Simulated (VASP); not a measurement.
# KI in VASP: single point with PBE0

Aim: the single point of KI with PBE0.

Everything below comes from runs of VASP 6.6.1. Logs are shortened: lines on timing, memory, paths and dates and some standing lists are left out, and cuts for length are marked.

## 1. The cell of the first run

The typed cell holds 4 atoms: a = 4.899 Å, b = 4.899 Å, c = 8.591 Å, α = 90.00°, β = 90.00°, γ = 119.99°.

## 2. Single point, PBE0

POSCAR

```
KI
1.0
    2.4498408863     -4.2428074294      0.0000000000
    2.4498408863      4.2428074294      0.0000000000
    0.0000000000      0.0000000000      8.5908184291
K I
2 2
Direct
    0.5000000000      0.5000000000      0.5000000000
    0.5000000000      0.5000000000      0.0000000000
    0.8333975635      0.1666024365      0.2500000000
    0.1666024365      0.8333975635      0.7500000000
```

INCAR.step1

```
PREC = Accurate ; ENCUT = 520
EDIFF = 1E-5 ; ISMEAR = 0
SIGMA = 0.01 ; LREAL = False
LASPH = True ; NELM = 100
ALGO = Normal ; ISIF = 2
LWAVE = True ; LCHARG = False
NBANDS = 24 ; GGA = PE
KPAR = 4
```

INCAR.step2

```
PREC = Accurate ; ENCUT = 520
EDIFF = 1E-7 ; ISMEAR = 0
SIGMA = 0.01 ; LREAL = False
LASPH = True ; NELM = 100
ALGO = Normal ; ISIF = 2
LWAVE = False ; LCHARG = False
GGA = PE ; LHFCALC = True
AEXX = 0.25 ; PRECFOCK = Normal
NBANDS = 24 ; ISTART = 1
KPAR = 4
```

KPOINTS

```
regular mesh
0
Gamma
  6 6 2
```

Potentials or basis: VASP PAW PBE potentials, release 64 (K_sv, I).

On the command line:

```sh
$ cat potpaw_PBE.64/K_sv/POTCAR potpaw_PBE.64/I/POTCAR > POTCAR
$ cp INCAR.step1 INCAR
$ mpirun -np 4 vasp_std > vasp.out
$ cp INCAR.step2 INCAR
$ mpirun -np 4 vasp_std > vasp.out
```

OUTCAR:

```text
PREC = Accurate
   ENCUT = 520
   EDIFF = 1E-7
   ISMEAR = 0
   LREAL = False
   LASPH = True
   NELM = 100
   ISIF = 2
   GGA = PE
   LHFCALC = True
   AEXX = 0.25
   PRECFOCK = Normal
   ISTART = 1

 ion  position               nearest neighbor table
   1  0.500  0.500  0.500-   4 3.55   3 3.55   4 3.55   3 3.55   3 3.55   4 3.55
   2  0.500  0.500  0.000-   4 3.55   3 3.55   4 3.55   3 3.55   3 3.55   4 3.55
   3  0.833  0.167  0.250-   1 3.55   2 3.55   1 3.55   2 3.55   1 3.55   2 3.55
   4  0.167  0.833  0.750-   1 3.55   2 3.55   1 3.55   2 3.55   1 3.55   2 3.55

  LATTYP: Found a base centered orthorhombic cell.
 ALAT       =     4.8996817726
 B/A-ratio  =     1.7318706097
 C/A-ratio  =     1.7533421205

  Lattice vectors:

 A1 = (   2.4498408863,  -4.2428074294,   0.0000000000)
 A2 = (   2.4498408863,   4.2428074294,   0.0000000000)
 A3 = (   0.0000000000,   0.0000000000,   8.5908184291)

Analysis of symmetry for initial positions (statically):
=====================================================================
 Subroutine PRICEL returns:
 Original cell was already a primitive cell.

 Routine SETGRP: Setting up the symmetry group for a
 base centered orthorhombic supercell.

 Subroutine GETGRP returns: Found  8 space group operations
 (whereof  4 operations were pure point group operations)
 out of a pool of  8 trial point group operations.

The static configuration has the point symmetry C_2h.
 The point group associated with its full space group is D_2h.

Analysis of symmetry for dynamics (positions and initial velocities):
=====================================================================
 Subroutine PRICEL returns:
 Original cell was already a primitive cell.

 Routine SETGRP: Setting up the symmetry group for a
 base centered orthorhombic supercell.

 Subroutine GETGRP returns: Found  8 space group operations
 (whereof  4 operations were pure point group operations)
 out of a pool of  8 trial point group operations.

The dynamic configuration has the point symmetry C_2h.
 The point group associated with its full space group is D_2h.

 Subroutine INISYM returns: Found  8 space group operations
 (whereof  4 operations are pure point group operations),
 and found     1 'primitive' translations
[... 101 lines left out ...]
   EDIFFG = 0.1E-05   stopping-criterion for IOM
   NSW    =      0    number of steps for IOM
   IBRION =     -1    ionic relax: 0-MD 1-quasi-New 2-CG
   NFREE  =      0    steps in history (QN), initial steepest desc. (CG)
   ISIF   =      2    stress and relaxation
   ISYM   =      3    0-nonsym 1-usesym 2-fastsym
   POTIM  = 0.5000    time-step for ionic-motion
   TEBEG  =    0.0;   TEEND  =   0.0 temperature during run
   PSTRESS=    0.0 pullay stress
   NELECT =      32.0000    total number of electrons
   NUPDOWN=      -1.0000    fix difference up-down
   EMIN   =  10.00;   EMAX   =-10.00  energy-range for DOS
   EFERMI =   0.00;   METHOD = LEGACY
   ISMEAR =     0;   SIGMA  =   0.01  broadening in eV -4-tet -1-fermi 0-gaus
   EFERMI_NEDOS =   21; number of points for ismear=-14 and -15
   IALGO  =     38    algorithm
   IMIX   =      1    mixing-type and parameters
     AMIX     =   0.40;   BMIX     =  1.00
     AMIX_MAG =   1.60;   BMIX_MAG =  1.00
  volume/ion in A,a.u.               =      44.65       301.30
  Fermi-wavevector in a.u.,A,eV,Ry     =   0.922939  1.744101 11.589661  0.851816
  Thomas-Fermi vector in A             =   2.048521
   LORBIT       =      0    0 simple, 1 ext, 2 COOP (PROOUT), +10 PAW based schemes
   GGA     = PE    functional components
   LHFCALC =     T    Hartree Fock is set to
   PRECFOCK=normal    Normal, Fast or Accurate (Low or Medium for compatibility)
   ENCUT4O =  -1.0   cutoff for four orbital integrals eV
   NKREDX  =     1    reduce k-point grid by
   NKREDY  =     1    reduce k-point grid by
   NKREDZ  =     1    reduce k-point grid by
   AEXX    =    0.2500 exact exchange contribution
   HFSCREEN=    0.0000 screening length (either q_TF or 0.3 A-1)
   HFSCREENC=   0.0000 screening length for correlation (either q_TF or 0.3 A-1)
   ENCUTFOCK=  -1.0 apply spherical cutoff to Coloumb kernel
   IVDW    =     0    specifies the selected vdW correction
   LEPSILON=     F    determine dielectric tensor
   LRPA    =     F    only Hartree local field effects (RPA)
 non-spin polarized calculation
 Gauss-broadening in eV      SIGMA  =   0.01
  energy-cutoff  :      520.00
  volume of cell :      178.59
 maximum number of plane-waves:      4836
  NGX = 28; NGY = 28; NGZ = 50

 number of electron      31.9999998 magnetization

 Free energy of the ion-electron system (eV)
  ---------------------------------------------------
  ext. energy  EPLUGINS =         0.00000000
  ---------------------------------------------------
  free energy    TOTEN  =       -13.73708200 eV

  energy without entropy =      -13.73708200  energy(sigma->0) =      -13.73708200

 E-fermi :  -1.4226     XC(G=0):  -5.6278

 val. band max:       -1.5030186511   @ k =   0.0000   0.0000   0.0000
 cond. band min:       4.0334314901   @ k =   0.0000   0.0000   0.0000
 fundamental gap:      5.5364501412
 Fermi energy:        -1.4225959232

 k-point     1 :       0.0000    0.0000    0.0000
  band No.  band energies     occupation
      1     -32.5440      2.00000
      2     -32.5390      2.00000
      3     -14.8518      2.00000
      4     -14.6643      2.00000
      5     -14.6643      2.00000
      6     -14.6509      2.00000
[... 637 lines left out ...]
     23       8.2703      0.00000
     24       8.2703      0.00000

 [... further k-points ...]

------------------------ aborting loop because EDIFF is reached ----------------------------------------

  FORCE on cell =-STRESS in cart. coord.  units (eV):
  Direction    XX          YY          ZZ          XY          YZ          ZX
  --------------------------------------------------------------------------------------
  -------------------------------------------------------------------------------------
  Total        0.2669715      0.2658472      0.2588977      0.0000000      0.0000000      0.0000000
  in kB        2.3950789      2.3849923      2.3226462      0.0000000      0.0000000      0.0000000
  external PRESSURE =       2.3675724 kB  Pullay stress =       0.0000000 kB

 VOLUME and BASIS-vectors are now :
 -----------------------------------------------------------------------------
  energy-cutoff  :      520.00
  volume of cell :      178.59
      direct lattice vectors                 reciprocal lattice vectors
     2.449840886 -4.242807429  0.000000000     0.204094887 -0.117846499  0.000000000
     2.449840886  4.242807429  0.000000000     0.204094887  0.117846499  0.000000000
     0.000000000  0.000000000  8.590818429     0.000000000  0.000000000  0.116403345

 POSITION                                       TOTAL-FORCE (eV/Angst)
 -----------------------------------------------------------------------------------
      2.44984      0.00000      4.29541         0.000000     -0.000000      0.000000
      2.44984      0.00000      0.00000         0.000000     -0.000000      0.000000
      2.44984     -2.82908      2.14770         0.000000      0.000466     -0.000000
      2.44984      2.82908      6.44311         0.000000     -0.000466      0.000000
 -----------------------------------------------------------------------------------
    total drift:                               -0.000000      0.000000     -0.000000

  FREE ENERGIE OF THE ION-ELECTRON SYSTEM (eV)
  ---------------------------------------------------
  free  energy   TOTEN  =       -13.7370819957 eV

  energy  without entropy=      -13.7370819957  energy(sigma->0) =      -13.73708200
```

Wall time 35 min (4 MPI ranks of Intel Xeon 6975P-C (Granite Rapids), shared host); peak memory 0.42 GiB.

Results:

| Item | Value |
| --- | --- |
| Free energy | -13.7371 eV |
| Pressure | 0.2 GPa |
| Band gap on the k mesh | 5.54 eV |

Caveat: the PAW data sets were made with another functional, which shifts forces and pressure a little; spin-orbit coupling is left out, which moves the levels of the heavy elements.
